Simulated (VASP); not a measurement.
LiCl:

```
Li Cl
1.0
     0.00000    2.47960    2.47960
     2.47960    0.00000    2.47960
     2.47960    2.47960    0.00000
Li Cl
1 1
Direct
  0.00000 0.00000 0.00000
  0.75000 0.75000 0.75000
```

| Item | Value |
| --- | --- |
| Program | VASP 6.6.1 |
| Task | relaxation of cell and atoms |
| Functional | PBE |
| Potentials or basis | VASP PAW PBE potentials, release 64 (Li_sv, Cl) |
| Cutoff | 600 eV |
| k mesh | 6 × 6 × 6 |
| Occupations | gaussian, width 0.1 eV |
| Spin | no spin polarisation |

At the start: pressure 15.2 GPa; volume 15.25 Å³/atom.

Q: Where does the relaxation end?

A: Over 4 steps the energy falls by 203.0 meV/atom and the volume is 20.76 Å³/atom (+36.2 %); space group F-43m (No. 216, to 0.05 Å).

Step by step:
```
step  energy change (eV)  largest force (eV/Å)  pressure (GPa)  volume (Å³)
   1              0.0000                0.0000           15.17        30.49
   2             -0.3618                0.0000            3.56        37.31
   3             -0.4023                0.0000            0.91        40.33
   4             -0.4059                0.0000            0.10        41.52
```

Final structure:
```yaml
crystal:
  lattice:
    - [0.00000, 2.74834, 2.74834]
    - [2.74834, 0.00000, 2.74834]
    - [2.74834, 2.74834, 0.00000]
  atoms:
    - { symbol: Li, position: [0.00000, 0.00000, 0.00000] }
    - { symbol: Cl, position: [0.75000, 0.75000, 0.75000] }
```

Caveat: the cutoff is under 1.25 times the usual one of these potentials, so pressure, stress and relaxed cells hold a basis-set (Pulay) error; the volume moved by over 15 % at a fixed basis, so the end points are rough.
